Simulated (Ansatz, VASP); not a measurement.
N in VASP and in Ansatz

```
N
1.0
     0.00000    1.80883    1.80883
     1.80883    0.00000    1.80883
     1.80883    1.80883    0.00000
N
1
Direct
  0.00000 0.00000 0.00000
```

Alike in both runs: task relaxation of cell and atoms; functional PBEsol; k mesh 8 × 8 × 8; occupations gaussian, width 0.1 eV; no spin polarisation.

|  | VASP | Ansatz |
| --- | --- | --- |
| version | VASP 6.6.1 | Ansatz 0.2.0 |
| potentials or method | VASP PAW PBE potentials, release 64 (N), cutoff 600 eV | scalar-relativistic, plane waves, PAW |
| valence electrons in the cell | 5 | 5 |

Ansatz gave:

| Quantity | Value |
| --- | --- |
| gap on the k mesh at the Fermi level, each at its own relaxed structure (eV) | none |
| relaxed volume (Å³/atom) | 7.22 |
| relaxed cell length with the largest relative difference (Å) | 2.169 |

Q: What did VASP give for the same quantities?

A: gap on the k mesh at the Fermi level, each at its own relaxed structure (eV): none; relaxed volume (Å³/atom): 7.23; relaxed cell length with the largest relative difference (Å): 2.171.

VASP's potentials were made for PBE, not for PBEsol. A gap of «none» marks a metal or a gap that the smearing closes.

The k mesh is coarse, so the values compare programs but aren't converged. Noted on VASP's run: the volume moved by over 15 % at a fixed basis, so the end points are rough.
